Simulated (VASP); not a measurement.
Input of a VASP 6.6.1 run:

Contents of INCAR:

```
  ALGO = Normal
  EDIFF = 1E-7
  ENCUT = 520
  GGA = PS
  ISIF = 2
  ISMEAR = -1
  LASPH = True
  LCHARG = False
  LREAL = False
  LWAVE = False
  NBANDS = 11
  NELM = 60
  PREC = Accurate
  SIGMA = 0.03
```

File KPOINTS:

```
k-points
0
Gamma
  16 16 16
```

The input POSCAR:

```
Hf
1.0
    0.0000000000      2.1756000000      2.2200000000
    2.1756000000      0.0000000000      2.2200000000
    2.1756000000      2.1756000000      0.0000000000
Hf
1
Direct
    0.0000000000      0.0000000000      0.0000000000
```

Potentials or basis: VASP PAW PBE potentials, release 64 (Hf_pv).

The run is started by

```console
$ cat potpaw_PBE.64/Hf_pv/POTCAR > POTCAR
$ mpirun -np 1 vasp_std > vasp.out
```

Q: Estimate the band gap on the k mesh.

A: Zero (bands 5 and 6 overlap by 1.73 eV).

Q: Predict the pressure.

A: 2.4 GPa.

Stress tensor (GPa, compression positive):
```
2.57 0.00 0.00
0.00 2.57 0.00
0.00 0.00 2.05
```

Caveat: the cell differs from its parent crystal (equal xx and yy strain of -2 %); the PAW data sets were made with another functional, which shifts forces and pressure a little; spin-orbit coupling is left out, which moves the levels of the heavy elements.
